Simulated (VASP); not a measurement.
## BN: single point with r2SCAN

BN:

```
CELL_PARAMETERS angstrom
0.00000 1.81300 1.81300
1.81300 0.00000 1.81300
1.81300 1.81300 0.00000
ATOMIC_POSITIONS crystal
B 0.97562 0.02438 0.00000
N 0.75000 0.75000 0.75000
```

This cell differs from its parent crystal: all B atoms moved +0.062 Å, as atom 1 along Cartesian [1 -1 0].

| Item | Value |
| --- | --- |
| Program | VASP 6.6.1 |
| Task | single point |
| Functional | r2SCAN |
| Potentials or basis | VASP PAW PBE potentials, release 64 (B, N) |
| Cutoff | 520 eV |
| k mesh | 12 × 12 × 12 |
| Occupations | gaussian, width 0.05 eV |
| Spin | no spin polarisation |

```
Pressure               : -3.0 GPa
Largest force          : 1.490 eV/Å
Band gap on the k mesh : 4.38 eV, indirect (least direct gap 8.58 eV)
```

Forces in eV/Å, atoms in the order of the input:
```
B   -1.046  1.046 -0.183
N    1.046 -1.046  0.183
```

Stress tensor (GPa, compression positive):
```
-3.06 -1.21  0.27
-1.21 -3.06 -0.27
 0.27 -0.27 -2.83
```

Levels at points of the mesh, in eV from the valence-band top:
```tsv
k point	band 1	band 2	band 3	band 4	band 5	band 6	band 7	band 8	band 9
(0.00, 0.00, 0.00)	-21.72	-1.14	-0.51	0.00	8.58	8.91	9.42	10.40	25.38
(0.50, 0.00, 0.00)	-17.47	-11.38	-2.94	-2.34	10.05	10.19	11.30	15.44	24.56
(0.00, 0.50, 0.00)	-17.49	-11.69	-2.70	-2.16	10.00	10.72	11.59	16.04	23.66
(0.00, 0.00, 0.50)	-17.48	-11.53	-3.01	-2.03	9.70	10.35	11.88	15.75	24.15
(0.50, 0.50, 0.00)	-16.08	-9.81	-5.58	-5.53	4.38	9.12	18.58	18.79	21.48
(0.00, 0.50, 0.50)	-16.07	-9.80	-5.78	-5.38	4.41	9.18	18.29	19.02	21.40
```

Run time: 100 s on 1 thread of Intel(R) Xeon(R) 6975P-C (Granite Rapids), with other jobs on the host, peak memory 0.16 GiB.

Caveat: the cell differs from its parent crystal (all B atoms moved +0.062 Å, as atom 1 along Cartesian [1 -1 0]); the PAW data sets were made with another functional, which shifts forces and pressure a little. A k mesh can miss the band edges.
